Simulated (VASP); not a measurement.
HgTe, 4 atoms in the cell. The structure is orthorhombic, space group Cmcm (No. 63). Conventional cell: a = 6.452 Å, b = 6.348 Å, c = 5.878 Å, α = 90.00°, β = 90.00°, γ = 90.00°. Hg (site symmetry m2m) has 6 Te at 2.79 to 3.56 Å and 2 Hg at 3.63 Å within 3.7 Å. Te (site symmetry m2m) has 6 Hg at 2.79 to 3.56 Å within 3.7 Å.  This cell differs from its parent crystal: strain +0.0875 x Voigt [1, -1, 0, 0, 0, 0].

- Program: VASP 6.6.1
- Task: single point
- Functional: PBE
- Potentials or basis: VASP PAW PBE potentials, release 64 (Hg, Te)
- Cutoff: 520 eV
- k mesh: 10 × 10 × 8
- Occupations: gaussian, width 0.15 eV
- Spin: no spin polarisation
- Dipole correction: no
- Further INCAR settings: ALGO = Normal; EDIFF = 1e-07; NBANDS = 26

Potentials or basis: VASP PAW PBE potentials, release 64 (Hg, Te).

Launch:

```sh
$ cat potpaw_PBE.64/Hg/POTCAR potpaw_PBE.64/Te/POTCAR > POTCAR
$ mpirun -np 1 vasp_std > vasp.out
```

Hardware: 1 thread of AMD EPYC 7R13, with other jobs on the host.

Task: How long does it take, and how much memory?

Result: Run time: 8 min on 1 thread of AMD EPYC 7R13, with other jobs on the host, peak memory 0.52 GiB. Counts: scf iterations 16, k points 155.
